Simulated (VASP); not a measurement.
# Pd (Fm-3m) in VASP: single point with HSE06

Aim: the single point of Pd with HSE06.

All numbers are computed with VASP 6.6.1; they aren't measurements. Logs are shortened: lines on timing, memory, paths and dates and some standing lists are left out, and cuts for length are marked.

**1. The cell of the first run**

Symmetry: Fm-3m, No. 225, cubic system. The conventional cell has a = 3.906 Å, b = 3.906 Å, c = 3.906 Å, α = 90.00°, β = 90.00°, γ = 90.00°. Pd (site symmetry m-3m) has 12 Pd at 2.76 Å within 3.6 Å.

**2. Single point, HSE06 (14.90 Å³/atom)**

POSCAR reads:

```
Pd
1.0
    0.0000000000      1.9532211686      1.9532211686
    1.9532211686      0.0000000000      1.9532211686
    1.9532211686      1.9532211686      0.0000000000
Pd
1
Direct
    0.0000000000      0.0000000000      0.0000000000
```

INCAR.step1 reads:

```
SYSTEM = Pd
PREC = Accurate ; ENCUT = 520
EDIFF = 1E-5 ; ISMEAR = 0
SIGMA = 0.05 ; LREAL = .FALSE.
LASPH = .TRUE. ; NELM = 100
ALGO = Normal ; ISIF = 2
LWAVE = .TRUE. ; LCHARG = .FALSE.
GGA = PE ; NBANDS = 11
KPAR = 4
```

INCAR.step2 reads:

```
SYSTEM = Pd
PREC = Accurate ; ENCUT = 520
EDIFF = 1E-6 ; ISMEAR = 0
SIGMA = 0.05 ; LREAL = .FALSE.
LASPH = .TRUE. ; NELM = 100
ALGO = Normal ; ISIF = 2
LWAVE = .FALSE. ; LCHARG = .FALSE.
GGA = PE ; LHFCALC = .TRUE.
HFSCREEN = 0.2079 ; PRECFOCK = Normal
ISTART = 1 ; NBANDS = 11
KPAR = 4
```

KPOINTS reads:

```
regular mesh
0
G
  10 10 10
  0 0 0
```

Potentials or basis: VASP PAW PBE potentials, release 64 (Pd).

The run is started by

```sh
> cat potpaw_PBE.64/Pd/POTCAR > POTCAR
> cp INCAR.step1 INCAR
> mpirun -np 4 vasp_std > vasp.out
> cp INCAR.step2 INCAR
> mpirun -np 4 vasp_std > vasp.out
```

OUTCAR:

```text
SYSTEM = Pd
   PREC = Accurate
   ENCUT = 520
   EDIFF = 1E-6
   ISMEAR = 0
   LREAL = .FALSE.
   LASPH = .TRUE.
   NELM = 100
   ISIF = 2
   GGA = PE
   LHFCALC = .TRUE.
   HFSCREEN = 0.2079
   PRECFOCK = Normal
   ISTART = 1

 ion  position               nearest neighbor table
   1  0.000  0.000  0.000-

  LATTYP: Found a face centered cubic cell.
 ALAT       =     3.9064423372

  Lattice vectors:

 A1 = (   0.0000000000,   1.9532211686,   1.9532211686)
 A2 = (   1.9532211686,   0.0000000000,   1.9532211686)
 A3 = (   1.9532211686,   1.9532211686,   0.0000000000)

Analysis of symmetry for initial positions (statically):
=====================================================================
 Subroutine PRICEL returns:
 Original cell was already a primitive cell.

 Routine SETGRP: Setting up the symmetry group for a
 face centered cubic supercell.

 Subroutine GETGRP returns: Found 48 space group operations
 (whereof 48 operations were pure point group operations)
 out of a pool of 48 trial point group operations.

The static configuration has the point symmetry O_h .

Analysis of symmetry for dynamics (positions and initial velocities):
=====================================================================
 Subroutine PRICEL returns:
 Original cell was already a primitive cell.

 Routine SETGRP: Setting up the symmetry group for a
 face centered cubic supercell.

 Subroutine GETGRP returns: Found 48 space group operations
 (whereof 48 operations were pure point group operations)
 out of a pool of 48 trial point group operations.

The dynamic configuration has the point symmetry O_h .

 Subroutine INISYM returns: Found 48 space group operations
 (whereof 48 operations are pure point group operations),
 and found     1 'primitive' translations

----------------------------------------------------------------------------------------

                                     Primitive cell

  volume of cell :      14.9034

  direct lattice vectors                    reciprocal lattice vectors
     0.000000000  1.953221169  1.953221169    -0.255987396  0.255987396  0.255987396
     1.953221169  0.000000000  1.953221169     0.255987396 -0.255987396  0.255987396
     1.953221169  1.953221169  0.000000000     0.255987396  0.255987396 -0.255987396

  length of vectors
     2.762271867  2.762271867  2.762271867     0.443383175  0.443383175  0.443383175

  position of ions in fractional coordinates (direct lattice)
     0.000000000  0.000000000  0.000000000
[... 92 lines left out ...]
   EFERMI_NEDOS =   21; number of points for ismear=-14 and -15
   IALGO  =     38    algorithm
   IMIX   =      1    mixing-type and parameters
     AMIX     =   0.40;   BMIX     =  1.00
     AMIX_MAG =   1.60;   BMIX_MAG =  1.00
  volume/ion in A,a.u.               =      14.90       100.57
  Fermi-wavevector in a.u.,A,eV,Ry     =   1.433222  2.708397 27.948064  2.054125
  Thomas-Fermi vector in A             =   2.552764
   LORBIT       =      0    0 simple, 1 ext, 2 COOP (PROOUT), +10 PAW based schemes
   GGA     = PE    functional components
   LHFCALC =     T    Hartree Fock is set to
   PRECFOCK=normal    Normal, Fast or Accurate (Low or Medium for compatibility)
   ENCUT4O =  -1.0   cutoff for four orbital integrals eV
   NKREDX  =     1    reduce k-point grid by
   NKREDY  =     1    reduce k-point grid by
   NKREDZ  =     1    reduce k-point grid by
   AEXX    =    0.2500 exact exchange contribution
   HFSCREEN=    0.2079 screening length (either q_TF or 0.3 A-1)
   HFSCREENC=   0.2079 screening length for correlation (either q_TF or 0.3 A-1)
   ENCUTFOCK=  -1.0 apply spherical cutoff to Coloumb kernel
   IVDW    =     0    specifies the selected vdW correction
   LEPSILON=     F    determine dielectric tensor
   LRPA    =     F    only Hartree local field effects (RPA)
 non-spin polarized calculation
 Gauss-broadening in eV      SIGMA  =   0.05
  energy-cutoff  :      520.00
  volume of cell :       14.90
 maximum number of plane-waves:       411
 NGX is ok and might be reduce to    24
  NGX = 16; NGY = 16; NGZ = 16

 number of electron       9.9999998 magnetization

 Free energy of the ion-electron system (eV)
  ---------------------------------------------------
  ext. energy  EPLUGINS =         0.00000000
  ---------------------------------------------------
  free energy    TOTEN  =        -6.01003695 eV

  energy without entropy =       -6.00876279  energy(sigma->0) =       -6.00939987

 E-fermi :   8.8501     XC(G=0): -10.6596

 val. band max:        8.8378163243   @ k =   0.5000   0.2000   0.0000
 cond. band min:       8.9519580764   @ k =   0.5000   0.3000   0.0000
 fundamental gap:      0.1141417521
 Fermi energy:         8.8500843805

 k-point     1 :       0.0000    0.0000    0.0000
  band No.  band energies     occupation
      1       1.5469      2.00000
      2       5.6445      2.00000
      3       5.6445      2.00000
      4       5.6445      2.00000
      5       7.1848      2.00000
      6       7.1848      2.00000
      7      27.6414      0.00000
      8      32.5593      0.00000
      9      32.5593      0.00000
     10      32.5593      0.00000
     11      37.6372      0.00000
[... 309 lines left out ...]
 k-point    24 :       0.4000    0.3000    0.0000
  band No.  band energies     occupation
      1       3.5122      2.00000
      2       3.8058      2.00000
      3       7.4215      2.00000
      4       7.6713      2.00000
      5       8.6532      2.00000
      6      10.5321      0.00000
      7      24.1269      0.00000
      8      25.7168      0.00000
      9      26.1057      0.00000
     10      31.4925      0.00000
     11      33.9148      0.00000

 [... further k-points ...]

------------------------ aborting loop because EDIFF is reached ----------------------------------------

  FORCE on cell =-STRESS in cart. coord.  units (eV):
  Direction    XX          YY          ZZ          XY          YZ          ZX
  --------------------------------------------------------------------------------------
  -------------------------------------------------------------------------------------
  Total        0.0441323      0.0441323      0.0441323     -0.0000000      0.0000000      0.0000000
  in kB        4.7444219      4.7444219      4.7444219     -0.0000000      0.0000000      0.0000000
  external PRESSURE =       4.7444219 kB  Pullay stress =       0.0000000 kB

 VOLUME and BASIS-vectors are now :
 -----------------------------------------------------------------------------
  energy-cutoff  :      520.00
  volume of cell :       14.90
      direct lattice vectors                 reciprocal lattice vectors
     0.000000000  1.953221169  1.953221169    -0.255987396  0.255987396  0.255987396
     1.953221169  0.000000000  1.953221169     0.255987396 -0.255987396  0.255987396
     1.953221169  1.953221169  0.000000000     0.255987396  0.255987396 -0.255987396

 POSITION                                       TOTAL-FORCE (eV/Angst)
 -----------------------------------------------------------------------------------
      0.00000      0.00000      0.00000         0.000000      0.000000      0.000000
 -----------------------------------------------------------------------------------
    total drift:                               -0.000011     -0.000019     -0.000018

  FREE ENERGIE OF THE ION-ELECTRON SYSTEM (eV)
  ---------------------------------------------------
  free  energy   TOTEN  =        -6.0100369450 eV

  energy  without entropy=       -6.0087627941  energy(sigma->0) =       -6.00939987
```

It took 25 min on 4 MPI ranks of Intel Xeon Platinum 8259CL at 2.50GHz (Skylake/Cascade Lake), shared host; peak memory 0.25 GiB.

What came out:

* Free energy: -6.0100 eV
* Pressure: 0.5 GPa
* Band gap on the k mesh: zero (bands 5 and 6 overlap by 2.17 eV)

Levels at points of the mesh, in eV from the Fermi level:
| k point | band 1 | band 2 | band 3 | band 4 | band 5 | band 6 | band 7 | band 8 | band 9 | band 10 |
| --- | --- | --- | --- | --- | --- | --- | --- | --- | --- | --- |
| (0.00, 0.00, 0.00) | -7.30 | -3.21 | -3.21 | -3.21 | -1.67 | -1.67 | 18.79 | 23.71 | 23.71 | 23.71 |
| (0.50, 0.00, 0.00) | -5.73 | -3.36 | -3.36 | -0.10 | -0.10 | 1.74 | 8.74 | 18.08 | 22.93 | 22.93 |
| (0.50, 0.50, 0.00) | -6.02 | -5.64 | -0.37 | 0.47 | 0.47 | 4.30 | 12.29 | 14.74 | 14.74 | 23.40 |

Caveat: the PAW data sets were made with another functional, which shifts forces and pressure a little.

The gap in the log of VASP goes by the Fermi energy; the results here count the filled bands.